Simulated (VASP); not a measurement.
Here is a VASP 6.6.1 calculation.

The input INCAR:

```
PREC     = Accurate       # precision mode
ENCUT    = 520            # plane-wave cutoff, eV
EDIFF    = 1E-6           # SCF threshold, eV
ISMEAR   = 0              # smearing method
SIGMA    = 0.02           # smearing width, eV
LREAL    = Auto         
LASPH    = T              # aspherical terms in the spheres
NELM     = 100            # most SCF steps
ALGO     = Normal         # electronic algorithm
ISIF     = 2              # what is computed and relaxed
LWAVE    = F              # write WAVECAR
LCHARG   = T              # write CHGCAR
GGA      = PE             # functional
IVDW     = 12             # dispersion correction
LELF     = T              # ELF
LVHAR    = T            
NBANDS   = 66             # bands
NELECT   = 96.0
```

KPOINTS

```
Automatic mesh
0
Gamma
  2 2 2
  0.5 0.5 0.5
```

POSCAR

```
B12HN12
1.0
   -3.7615274009     -3.3394822066     -4.3376638254
    3.7615274009     -3.3394822066      4.3376638254
   -3.7615274009      3.3394822066      4.3376638254
B N H
12 12 1
Direct
    0.1639942746      0.7534787563      0.9166835792
    1.0035557362      0.0082341266     -0.0008852264
    0.3289267957      0.5048197133      0.8234794125
    0.8299034732      0.2514629791      0.0842195956
    0.6761461920      0.5052801854      0.1702657231
    0.1615535302      0.2513465615      0.4159522556
    0.5023666676      0.7655028608      0.2575366824
    0.3284030080      0.0019001987      0.3348686611
    0.9918026780      0.4969908164      0.4995520621
    0.8312731274      0.7535605803      0.5838814747
    0.6613233063      0.0017938481      0.6678993669
    0.4964662589      0.2520746610      0.7500141435
    0.1630272740      0.0860315893      0.2493186280
    0.9932854352      0.3322796043      0.3334003051
    0.3286953162      0.8352458395      0.1674182289
    0.8277085221      0.5830811396      0.4166824208
    0.6621837266      0.8352022089      0.5009510595
    0.1604697329      0.5827868298      0.7497428347
    0.4946840341      0.0843571411      0.5840810358
    0.3288762300      0.3349213870      0.6662933640
    1.0010555939      0.8393247544      0.8326696686
    0.8309081182      0.0858076963      0.9174298372
    0.6633917595      0.3352853190      1.0004551678
    0.5403709908      0.6299059807      0.0838091643
    0.6968396872      0.7877521323      0.0841797892
```

Potentials or basis: VASP PAW PBE potentials, release 64 (B, N, H).

The run is started by

```sh
$ cat potpaw_PBE.64/B/POTCAR potpaw_PBE.64/N/POTCAR potpaw_PBE.64/H/POTCAR > POTCAR
$ mpirun -np 1 vasp_std > vasp.out
```

Problem. Predict the largest force.

Solution. 0.027 eV/Å.

Problem. What does it give for the dispersion energy per atom?

Solution. -0.140 eV.

Forces on the atoms (eV/Å):
```
B    0.000  0.000  0.002
B    0.001  0.007  0.007
B    0.001  0.015  0.003
B    0.000  0.000 -0.001
B    0.001  0.016  0.003
B    0.002 -0.001  0.002
B    0.000  0.010 -0.004
B   -0.003 -0.002  0.000
B    0.000  0.007  0.000
B    0.001 -0.001  0.000
B    0.000 -0.002  0.000
B   -0.002 -0.001  0.001
N    0.003 -0.001  0.000
N    0.000 -0.002  0.001
N    0.001 -0.003 -0.002
N    0.001  0.000  0.002
N    0.001 -0.003 -0.003
N   -0.002 -0.001  0.001
N    0.000 -0.002 -0.001
N   -0.001 -0.002 -0.002
N    0.000 -0.001 -0.003
N   -0.002 -0.005 -0.001
N    0.004  0.000 -0.001
N   -0.001 -0.003 -0.003
H   -0.005 -0.027 -0.002
```

Caveat: the k points lie up to 0.63 Å⁻¹ apart; the cell carries a net charge on a neutralising background, which shifts energy and pressure.
